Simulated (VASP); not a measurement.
Input of a VASP 6.6.1 run:

The input POSCAR:

```
PtSe2
1.0
    3.7166002913      0.0000000000      0.0000000000
   -1.8583001457      3.2186702680      0.0000000000
    0.0000000000      0.0000000000      5.8297268771
Pt Se
1 2
Direct
    0.0000000000      0.0000000000      0.0000000000
    0.3333333333      0.6666666667      0.2249744229
    0.6666666667      0.3333333333      0.7750255771
```

The input INCAR.step1:

```
SYSTEM = PtSe2
PREC = Accurate
ENCUT = 520
ISMEAR = -5
SIGMA = 0.1
LREAL = .FALSE.
LASPH = .TRUE.
NELM = 60
NBANDS = 18
GGA = PE
ALGO = Normal
EDIFF = 1E-4
LWAVE = .TRUE.
LCHARG = .FALSE.
```

INCAR.step2

```
SYSTEM = PtSe2
PREC = Accurate
ENCUT = 520
EDIFF = 1E-6
ISMEAR = -5
SIGMA = 0.1
LREAL = .FALSE.
LASPH = .TRUE.
NELM = 60
ALGO = Normal
ISIF = 2
LWAVE = .FALSE.
LCHARG = .FALSE.
METAGGA = R2SCAN
LMIXTAU = .TRUE.
NBANDS = 18
ISTART = 1
```

The input KPOINTS:

```
Automatic mesh
0
G
  8 8 4
  0 0 0
```

Potentials or basis: VASP PAW PBE potentials, release 64 (Pt, Se).

Command:

```sh
$ cat potpaw_PBE.64/Pt/POTCAR potpaw_PBE.64/Se/POTCAR > POTCAR
$ cp INCAR.step1 INCAR
$ mpirun -np 1 vasp_std > vasp.out
$ cp INCAR.step2 INCAR
$ mpirun -np 1 vasp_std > vasp.out
```

**Question.** Estimate the band gap on the k mesh.

**Answer.** 0.65 eV, indirect (least direct gap 0.87 eV).

**Question.** Estimate the pressure.

**Answer.** 0.1 GPa.

Forces on the atoms (eV/Å):
```
Pt   0.000  0.000  0.000
Se   0.000  0.000  0.010
Se   0.000  0.000 -0.010
```

Caveat: the PAW data sets were made with another functional, which shifts forces and pressure a little; spin-orbit coupling is left out, which moves the levels of the heavy elements. r2SCAN opens gaps a little over a GGA but as a rule still falls short of measured ones.
